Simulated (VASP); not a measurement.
Wanted: the native input for a VASP 6.6.1 run.

- Task: electric field gradients
- Functional: PBEsol
- Potentials or basis: VASP PAW PBE potentials, release 64 (Os)
- Cutoff: 520 eV
- k mesh: 17 × 17 × 10
- Occupations: fermi-dirac, width 0.08 eV
- Spin: no spin polarisation
- Dipole correction: no
- Further INCAR settings: ALGO = Normal; EDIFF = 1e-08; NBANDS = 15

The structure of Os lies in POSCAR:

```
Os
1.0
    2.7157497583      0.0000000000      0.0000000000
   -1.3578748792      2.3519082811      0.0000000000
    0.0000000000      0.0000000000      4.2907078513
Os
2
Direct
    0.3333333333      0.6666666667      0.2500000000
    0.6666666667      0.3333333333      0.7500000000
```

This cell differs from its parent crystal: volume scaled by 0.98.

One way to write it, as run:

INCAR

```
PREC = Accurate
ENCUT = 520
EDIFF = 1E-8
ISMEAR = -1
SIGMA = 0.08
LREAL = F
LASPH = T
NELM = 80
ALGO = Normal
ISIF = 2
LWAVE = F
LCHARG = F
GGA = PS
LEFG = T
NBANDS = 15
```

KPOINTS

```
regular mesh
0
Gamma
  17 17 10
```

Potentials or basis: VASP PAW PBE potentials, release 64 (Os).

Launch:

```bash
$ cat potpaw_PBE.64/Os/POTCAR > POTCAR
$ mpirun -np 1 vasp_std > vasp.out
```

Results of the run:

```json
{"Pressure": "6.9 GPa", "Band gap on the k mesh": "zero (band 8 reaches 11.77 eV, above the bottom of band 9 at 7.70 eV)"}
```

Caveat: without QUAD_EFG the Cq values of the log hold for a quadrupole moment of 1 mb, not for the nuclei; the PAW data sets were made with another functional, which shifts forces and pressure a little; spin-orbit coupling is left out, which moves the levels of the heavy elements.

Run time: 53 s on 1 thread of Intel(R) Xeon(R) Platinum 8375C CPU @ 2.90GHz (Ice Lake), on a shared host, peak memory 0.19 GiB.
